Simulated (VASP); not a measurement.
# Cd (P6_3/mmc) in VASP: notebook

Runs on Cd. Level: LDA. Tasks: single point.

All numbers are computed with VASP 6.6.1; they aren't measurements. Logs are shortened: lines on timing, memory, paths and dates and some standing lists are left out, and cuts for length are marked.

## Step 1: The cell of the first run

The structure is hexagonal, space group P6_3/mmc (No. 194). Conventional cell: a = 2.882 Å, b = 2.882 Å, c = 5.638 Å, α = 90.00°, β = 90.00°, γ = 120.00°. Cd (site symmetry -6m2) has 12 Cd at 2.88 to 3.27 Å within 3.8 Å.

## Step 2: Single point, LDA

Contents of INCAR:

```
ALGO = Normal ; EDIFF = 1E-7
ENCUT = 520 ; ISIF = 2
ISMEAR = -1 ; LASPH = T
LCHARG = F ; LREAL = F
LWAVE = F ; NBANDS = 19
NELM = 60 ; PREC = Accurate
SIGMA = 0.1
```

Contents of KPOINTS:

```
k-points
0
Gamma
  18 18 8
```

Contents of POSCAR:

```
Cd
1.0
    2.8818641727      0.0000000000      0.0000000000
   -1.4409320863      2.4957675838      0.0000000000
    0.0000000000      0.0000000000      5.6383707528
Cd
2
Direct
    0.3333333333      0.6666666667      0.2500000000
    0.6666666667      0.3333333333      0.7500000000
```

Potentials or basis: VASP PAW LDA potentials, release 64 (Cd).

On the command line:

```bash
$ cat potpaw_LDA.64/Cd/POTCAR > POTCAR
$ mpirun -np 1 vasp_std > vasp.out
```

OUTCAR:

```text
EDIFF = 1E-7
   ENCUT = 520
   ISIF = 2
   ISMEAR = -1
   LASPH = T
   LREAL = F
   NELM = 60
   PREC = Accurate

 ion  position               nearest neighbor table
   1  0.333  0.667  0.250-   2 3.27   2 3.27   2 3.27   2 3.27   2 3.27   2 3.27
   2  0.667  0.333  0.750-   1 3.27   1 3.27   1 3.27   1 3.27   1 3.27   1 3.27

  LATTYP: Found a hexagonal cell.
 ALAT       =     2.8818641727
 C/A-ratio  =     1.9565012141

  Lattice vectors:

 A1 = (   2.8818641727,   0.0000000000,   0.0000000000)
 A2 = (  -1.4409320863,   2.4957675838,   0.0000000000)
 A3 = (   0.0000000000,   0.0000000000,   5.6383707528)

Analysis of symmetry for initial positions (statically):
=====================================================================
 Subroutine PRICEL returns:
 Original cell was already a primitive cell.

 Routine SETGRP: Setting up the symmetry group for a
 hexagonal supercell.

 Subroutine GETGRP returns: Found 24 space group operations
 (whereof 12 operations were pure point group operations)
 out of a pool of 24 trial point group operations.

The static configuration has the point symmetry D_3d.
 The point group associated with its full space group is D_6h.

Analysis of symmetry for dynamics (positions and initial velocities):
=====================================================================
 Subroutine PRICEL returns:
 Original cell was already a primitive cell.

 Routine SETGRP: Setting up the symmetry group for a
 hexagonal supercell.

 Subroutine GETGRP returns: Found 24 space group operations
 (whereof 12 operations were pure point group operations)
 out of a pool of 24 trial point group operations.

The dynamic configuration has the point symmetry D_3d.
 The point group associated with its full space group is D_6h.

 Subroutine INISYM returns: Found 24 space group operations
 (whereof 12 operations are pure point group operations),
 and found     1 'primitive' translations

----------------------------------------------------------------------------------------

                                     Primitive cell

  volume of cell :      40.5538

  direct lattice vectors                    reciprocal lattice vectors
     2.881864173  0.000000000  0.000000000     0.346997617  0.200339167  0.000000000
    -1.440932086  2.495767584  0.000000000     0.000000000  0.400678335  0.000000000
     0.000000000  0.000000000  5.638370753     0.000000000  0.000000000  0.177356198

  length of vectors
     2.881864173  2.881864173  5.638370753     0.400678335  0.400678335  0.177356198

[... 79 lines left out ...]
   NELM   =     60;   NELMIN=  2; NELMDL= -5     # of ELM steps
   EDIFF  = 0.1E-06   stopping-criterion for ELM
   LREAL  =      F    real-space projection
   EDIFFG = 0.1E-05   stopping-criterion for IOM
   NSW    =      0    number of steps for IOM
   IBRION =     -1    ionic relax: 0-MD 1-quasi-New 2-CG
   NFREE  =      0    steps in history (QN), initial steepest desc. (CG)
   ISIF   =      2    stress and relaxation
   ISYM   =      2    0-nonsym 1-usesym 2-fastsym
   POTIM  = 0.5000    time-step for ionic-motion
   TEBEG  =    0.0;   TEEND  =   0.0 temperature during run
   PSTRESS=    0.0 pullay stress
   NELECT =      24.0000    total number of electrons
   NUPDOWN=      -1.0000    fix difference up-down
   EMIN   =  10.00;   EMAX   =-10.00  energy-range for DOS
   EFERMI =   0.00;   METHOD = LEGACY
   ISMEAR =    -1;   SIGMA  =   0.10  broadening in eV -4-tet -1-fermi 0-gaus
   EFERMI_NEDOS =   21; number of points for ismear=-14 and -15
   IALGO  =     38    algorithm
   IMIX   =      4    mixing-type and parameters
     AMIX     =   0.40;   BMIX     =  1.00
     AMIX_MAG =   1.60;   BMIX_MAG =  1.00
  volume/ion in A,a.u.               =      20.28       136.84
  Fermi-wavevector in a.u.,A,eV,Ry     =   1.374469  2.597369 25.703635  1.889164
  Thomas-Fermi vector in A             =   2.499892
   LORBIT       =      0    0 simple, 1 ext, 2 COOP (PROOUT), +10 PAW based schemes
   GGA     = CA    functional components
   LHFCALC =     F    Hartree Fock is set to
   AEXX    =    0.0000 exact exchange contribution
   IVDW    =     0    specifies the selected vdW correction
   LEPSILON=     F    determine dielectric tensor
   LRPA    =     F    only Hartree local field effects (RPA)
 non-spin polarized calculation
  energy-cutoff  :      520.00
  volume of cell :       40.55
 maximum number of plane-waves:      1136
 NGX is ok and might be reduce to    24
   NGX = 11   NGY = 11   NGZ = 21

 number of electron      23.9999994 magnetization

 Free energy of the ion-electron system (eV)
  ---------------------------------------------------
  ext. energy  EPLUGINS =         0.00000000
  ---------------------------------------------------
  free energy    TOTEN  =        -3.04412680 eV

  energy without entropy =       -3.03176166  energy(sigma->0) =       -3.03794423

 E-fermi :   3.1875     XC(G=0): -11.6946

 val. band max:        3.1300047708   @ k =   0.0556   0.0556   0.2500
 cond. band min:       3.2154910292   @ k =   0.1111  -0.0000   0.2500
 fundamental gap:      0.0854862584
 Fermi energy:         3.1875297126

 k-point     1 :       0.0000    0.0000    0.0000
  band No.  band energies     occupation
      1      -7.0194      2.00000
      2      -6.7917      2.00000
      3      -6.2166      2.00000
      4      -6.2166      2.00000
      5      -6.1672      2.00000
      6      -6.1672      2.00000
[... 505 lines left out ...]
      6      -5.8052      2.00000
[... 11 lines left out ...]
     18      14.7386      0.00000
     19      15.5551      0.00000

 [... further k-points ...]

------------------------ aborting loop because EDIFF is reached ----------------------------------------

  FORCE on cell =-STRESS in cart. coord.  units (eV):
  Direction    XX          YY          ZZ          XY          YZ          ZX
  --------------------------------------------------------------------------------------
  -------------------------------------------------------------------------------------
  Total        0.3693854      0.3693854     -0.1822125      0.0000000      0.0000000      0.0000000
  in kB       14.5934861     14.5934861     -7.1987562      0.0000000      0.0000000      0.0000000
  external PRESSURE =       7.3294053 kB  Pullay stress =       0.0000000 kB

 VOLUME and BASIS-vectors are now :
 -----------------------------------------------------------------------------
  energy-cutoff  :      520.00
  volume of cell :       40.55
      direct lattice vectors                 reciprocal lattice vectors
     2.881864173  0.000000000  0.000000000     0.346997617  0.200339167  0.000000000
    -1.440932086  2.495767584  0.000000000     0.000000000  0.400678335  0.000000000
     0.000000000  0.000000000  5.638370753     0.000000000  0.000000000  0.177356198

 POSITION                                       TOTAL-FORCE (eV/Angst)
 -----------------------------------------------------------------------------------
     -0.00000      1.66385      1.40959        -0.000000     -0.000000      0.000000
      1.44093      0.83192      4.22878         0.000000      0.000000      0.000000
 -----------------------------------------------------------------------------------
    total drift:                               -0.000000      0.000000      0.000000

  FREE ENERGIE OF THE ION-ELECTRON SYSTEM (eV)
  ---------------------------------------------------
  free  energy   TOTEN  =        -3.0441267991 eV

  energy  without entropy=       -3.0317616554  energy(sigma->0) =       -3.03794423
```

OSZICAR:

```text
N       E                     dE             d eps       ncg     rms          rms(c)
DAV:   1     0.181009882339E+03    0.18101E+03   -0.13154E+04  7030   0.128E+03
DAV:   2     0.870345257969E+00   -0.18014E+03   -0.17344E+03  7312   0.341E+02
DAV:   3    -0.321253913325E+01   -0.40829E+01   -0.40747E+01  7995   0.589E+01
DAV:   4    -0.322018038906E+01   -0.76413E-02   -0.76407E-02  7798   0.242E+00
DAV:   5    -0.322020503656E+01   -0.24648E-04   -0.24647E-04  7779   0.134E-01    0.550E+00
DAV:   6    -0.306440220600E+01    0.15580E+00   -0.32185E-01  7695   0.719E+00    0.419E+00
DAV:   7    -0.304657711353E+01    0.17825E-01   -0.32503E-02  7826   0.166E+00    0.181E+00
DAV:   8    -0.304411100560E+01    0.24661E-02   -0.43768E-03  7414   0.852E-01    0.962E-02
DAV:   9    -0.304411985390E+01   -0.88483E-05   -0.22224E-05  7909   0.518E-02    0.388E-02
DAV:  10    -0.304412682242E+01   -0.69685E-05   -0.62094E-06  7625   0.273E-02    0.325E-03
DAV:  11    -0.304412679912E+01    0.23300E-07   -0.10413E-07  5988   0.318E-03
   1 F= -.30441268E+01 E0= -.30379442E+01  d E =-.123651E-01
```

Wall time 2.1 min (1 thread of AMD EPYC 7R13, shared host); peak memory 0.2 GiB.

Results:

| Item | Value |
| --- | --- |
| Free energy | -3.0441 eV |
| Pressure | 0.7 GPa |
| Band gap on the k mesh | zero (bands 12 and 13 overlap by 5.18 eV) |

## Step 3: Single point, LDA

Contents of INCAR:

```
PREC = Accurate ; ENCUT = 520
EDIFF = 1E-7 ; ISMEAR = -1
SIGMA = 0.1 ; LREAL = False
LASPH = True ; NELM = 100
ALGO = Normal ; ISIF = 2
LWAVE = False ; LCHARG = False
NBANDS = 19
```

Contents of KPOINTS:

```
regular mesh
0
Gamma
  21 21 9
```

POSCAR is that of step 2.

Potentials or basis: VASP PAW LDA potentials, release 64 (Cd).

On the command line:

```bash
$ cat potpaw_LDA.64/Cd/POTCAR > POTCAR
$ mpirun -np 1 vasp_std > vasp.out
```

Wall time 2.8 min (1 thread of AMD EPYC 7R13, shared host); peak memory 0.23 GiB.

It converged, with:

* Free energy: -3.0421 eV
* Pressure: 0.8 GPa
* Band gap on the k mesh: zero (bands 12 and 13 overlap by 5.04 eV)

Stress tensor (GPa, compression positive):
```
 1.48  0.00  0.00
 0.00  1.48  0.00
 0.00  0.00 -0.64
```

Levels at points of the mesh, in eV from the Fermi level:
| k point | band 9 | band 10 | band 11 | band 12 | band 13 | band 14 | band 15 | band 16 |
| --- | --- | --- | --- | --- | --- | --- | --- | --- |
| (0.00, 0.00, 0.00) | -8.68 | -8.44 | -8.44 | -3.41 | -3.37 | 9.95 | 14.72 | 15.21 |
